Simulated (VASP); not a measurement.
# InP in VASP: a series of runs, part 3 of 3

VASP 6.6.1.

### Step 5. Relaxation of cell and atoms, r2SCAN

This run uses another cell than the first one, of 25.17 Å³/atom, 0.969 times its volume.

Input file POSCAR:

```
InP
1.0
    2.9305000000      2.9305000000      0.0000000000
   -2.9305000000      2.9305000000      0.0000000000
    0.0000000000      2.9305000000      2.9305000000
In P
1 1
Direct
    0.0000000000      0.0000000000      0.0000000000
    0.7500000000      0.2500000000      0.5000000000
```

Input file INCAR.step1:

```
  ALGO = Normal
  EDIFF = 1E-4
  ENCUT = 600
  GGA = PE
  ISMEAR = -1
  LASPH = True
  LCHARG = False
  LREAL = False
  LWAVE = True
  NELM = 80
  PREC = Accurate
  SIGMA = 0.08
```

Input file INCAR.step2:

```
  ALGO = Normal
  EDIFF = 1E-6
  EDIFFG = -0.002
  ENCUT = 600
  IBRION = 2
  ISIF = 3
  ISMEAR = -1
  ISTART = 1
  LASPH = True
  LCHARG = False
  LMIXTAU = True
  LREAL = False
  LWAVE = False
  METAGGA = R2SCAN
  NELM = 80
  NSW = 100
  PREC = Accurate
  SIGMA = 0.08
```

Input file KPOINTS:

```
k-points
0
Gamma
  12 12 12
```

Launch:

```sh
$ cat potpaw_PBE.64/In_d/POTCAR potpaw_PBE.64/P/POTCAR > POTCAR
$ cp INCAR.step1 INCAR
$ mpirun -np 1 vasp_std > vasp.out
$ cp INCAR.step2 INCAR
$ mpirun -np 1 vasp_std > vasp.out
```

It took 14 min on 1 thread of Intel Xeon Platinum 8259CL at 2.50GHz (Skylake/Cascade Lake), shared host; peak memory 0.26 GiB.

Results (log left out):

* Free energy: -32.2998 eV
* Relaxed volume: 25.73 Å³/atom
* Relaxed cell: a = 4.175 Å, b = 4.175 Å, c = 4.175 Å, α = 60.00°, β = 60.00°, γ = 90.00°
* Space group after relaxing (to 0.05 Å): F-43m (No. 216)
* Energy gained by relaxing: 2.8 meV/atom
* Ionic steps: 3
* Pressure after relaxing: 0.0 GPa
* Band gap on the k mesh: 1.04 eV, direct

Step by step:
| step | energy change (eV) | largest force (eV/Å) | pressure (GPa) | volume (Å³) |
| --- | --- | --- | --- | --- |
| 1 | 0.0000 | 0.0000 | 1.59 | 50.33 |
| 2 | -0.0035 | 0.0000 | -0.86 | 52.18 |
| 3 | -0.0056 | 0.0000 | 0.01 | 51.47 |

Final structure:
```yaml
crystal:
  lattice:
    - [2.95233, 2.95233, 0.00000]
    - [-2.95233, 2.95233, 0.00000]
    - [0.00000, 2.95233, 2.95233]
  atoms:
    - { symbol: In, position: [0.00000, 0.00000, 0.00000] }
    - { symbol: P, position: [0.75000, 0.25000, 0.50000] }
```

Levels at points of the mesh, in eV from the valence-band top:
```csv
k point,band 5,band 6,band 7,band 8,band 9,band 10,band 11,band 12,band 13
"(0.00, 0.00, 0.00)",-14.45,-11.85,0.00,0.00,0.00,1.04,4.44,4.44,4.44
"(0.50, 0.00, 0.00)",-14.43,-10.11,-5.76,-0.98,-0.98,1.81,5.16,5.16,7.50
"(0.50, 0.50, 0.00)",-14.41,-9.46,-5.78,-2.33,-2.33,2.04,2.55,9.74,10.16
```

Caveat: the PAW data sets were made with another functional, which shifts forces and pressure a little; spin-orbit coupling is left out, which moves the levels of the heavy elements.

### Step 6. Summary

| task | cell | k mesh | cutoff (eV) | smearing | gap on the mesh (eV) | pressure (GPa) |
| --- | --- | --- | --- | --- | --- | --- |
| single point | a = 4.219, b = 4.219, c = 4.174 Å, angles 59.6, 59.6, 90.0°, 2 atoms | 8 × 8 × 8 | 520 | gaussian 0.01 eV | 0.91 | -0.7 |
| single point | a = 4.219, b = 4.219, c = 4.186 Å, angles 59.7, 59.7, 90.0°, 2 atoms | 8 × 8 × 8 | 520 | gaussian 0.01 eV | 0.90 | -1.0 |
| single point | a = 4.177 Å, angles 60.0, 60.0, 90.0°, 2 atoms | 12 × 12 × 12 | 520 | fermi-dirac 0.08 eV | 1.03 | -0.1 |
| relaxation of cell and atoms | relaxed from a = 4.144 Å, angles 60.0, 60.0, 90.0°, 2 atoms | 12 × 12 × 12 | 600 | fermi-dirac 0.08 eV | 1.04 | 0.0 |

Alike in all rows: level r2SCAN; potentials or basis VASP PAW PBE potentials, release 64 (In_d, P); no spin polarisation.

Caveats: the PAW data sets were made with another functional, which shifts forces and pressure a little; spin-orbit coupling is left out, which moves the levels of the heavy elements.

Absolute energies hang on the potentials; compare differences alone.
